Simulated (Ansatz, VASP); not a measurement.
## Zr: VASP beside Ansatz

```
Zr
1.0
     5.02964    0.00000    0.00000
    -2.51482    4.35579    0.00000
     0.00000    0.00000    3.16340
Zr
3
Direct
  0.00000 0.00000 0.00000
  0.33333 0.66667 0.50000
  0.66667 0.33333 0.50000
```

Alike in both runs: functional r2SCAN; k mesh 6 × 6 × 6; occupations gaussian, width 0.1 eV; no spin polarisation.

Ansatz relaxed the structure, and its values are those at the end. VASP's run is a single point on that final structure, the one shown.

|  | VASP | Ansatz |
| --- | --- | --- |
| version | VASP 6.6.1 | Ansatz 0.2.0 |
| potentials or method | VASP PAW PBE potentials, release 64 (Zr_sv), cutoff 520 eV | scalar-relativistic, plane waves, PAW |
| valence electrons in the cell | 36 | 36 |

|  | VASP | Ansatz | Ansatz less VASP |
| --- | --- | --- | --- |
| gap on the k mesh at the Fermi level (eV) | none | none | - |
| pressure (GPa) | 0.1 | 0.1 | -0.01 |

VASP's potentials were made for PBE, not for r2SCAN. A gap of «none» marks a metal or a gap that the smearing closes. With one functional, cell and mesh, what is left measures potentials, basis and numerics.
